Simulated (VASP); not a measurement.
## Li3Pt: single point with LDA

Crystal: Li3Pt.

```
Li Pt
1.0
    -1.96755    1.96755    3.64636
     1.96755   -1.96755    3.64636
     1.96755    1.96755   -3.64636
Li Pt
3 1
Direct
  0.74648 0.23091 0.48406
  0.26197 0.78038 0.54616
  0.52011 0.50722 0.01472
  0.00489 0.98473 0.98521
```

| Quantity | Value |
| --- | --- |
| Program | VASP 6.6.1 |
| Task | single point |
| Functional | LDA |
| Potentials or basis | VASP PAW LDA potentials, release 64 (Li_sv, Pt) |
| Cutoff | 520 eV |
| k mesh | 5 × 5 × 6 |
| Occupations | fermi-dirac, width 0.1 eV |
| Spin | no spin polarisation |

* Largest force: 0.586 eV/Å

Forces on the atoms (eV/Å):
```
Li   0.298  0.122  0.139
Li  -0.550 -0.115  0.165
Li  -0.041 -0.062 -0.155
Pt   0.294  0.054 -0.150
```

Levels at points of the mesh, in eV from the Fermi level:
| k point | band 6 | band 7 | band 8 | band 9 | band 10 | band 11 | band 12 | band 13 |
| --- | --- | --- | --- | --- | --- | --- | --- | --- |
| (0.00, 0.00, 0.00) | -2.53 | -2.51 | -2.36 | -1.85 | 3.12 | 4.94 | 4.95 | 5.72 |
| (0.00, 0.00, 0.50) | -2.28 | -2.11 | -1.46 | -0.93 | -0.27 | 0.17 | 0.26 | 5.00 |

Run time: 38 s on 1 thread of Intel(R) Xeon(R) Platinum 8559C (Emerald Rapids), with other jobs on the host, peak memory 0.21 GiB.

Caveat: the k points lie up to 0.38 Å⁻¹ apart; spin-orbit coupling is left out, which moves the levels of the heavy elements.
